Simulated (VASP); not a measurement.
**V4O: single point with PBE**

V4O, a slab with vacuum:

```
CELL_PARAMETERS angstrom
2.99718 0.00000 0.00000
0.00000 2.99718 0.00000
0.00000 0.00000 21.33338
ATOMIC_POSITIONS crystal
V 0.50000 0.50000 0.18750
V 0.00000 0.00000 0.25775
V 0.50000 0.50000 0.32672
V 0.00000 0.00000 0.39063
O 0.37500 0.37500 0.50078
```

```yaml
Program: VASP 6.6.1
Task: single point
Functional: PBE
Potentials_or_basis: VASP PAW PBE potentials, release 64 (V_sv, O)
Cutoff: 520 eV
k_mesh: 9 × 9 × 1
Occupations: gaussian, width 0.1 eV
Spin: no spin polarisation
Dipole_correction: yes
Further_INCAR_settings: ALGO = Normal; EDIFF = 1e-06; NBANDS = 37
```

```
Largest force          : 3.146 eV/Å
Band gap on the k mesh : zero (bands 29 and 30 overlap by 0.34 eV)
```

Forces in eV/Å, atoms in the order of the input:
```
V    0.010  0.010  0.607
V   -0.001 -0.001 -0.602
V   -0.079 -0.079 -0.594
V    0.384  0.384  3.099
O   -0.313 -0.313 -2.509
```

Levels at points of the mesh, in eV from the Fermi level:
```
           k point  band 25  band 26  band 27  band 28  band 29  band 30  band 31  band 32  band 33  band 34
(0.00, 0.00, 0.00)    -0.07    -0.01     0.13     0.15     0.15     0.21     0.21     0.37     0.40     0.93
```

It took 9.2 min on 1 thread of Oxide Virtual Turin-like Processor (shared host), peak memory 0.33 GiB.

Caveat: the run has no spin polarisation, though such a crystal can be magnetic. With open d or f shells a metallic result of PBE can be an artefact of self-interaction; +U or a hybrid may open a gap.
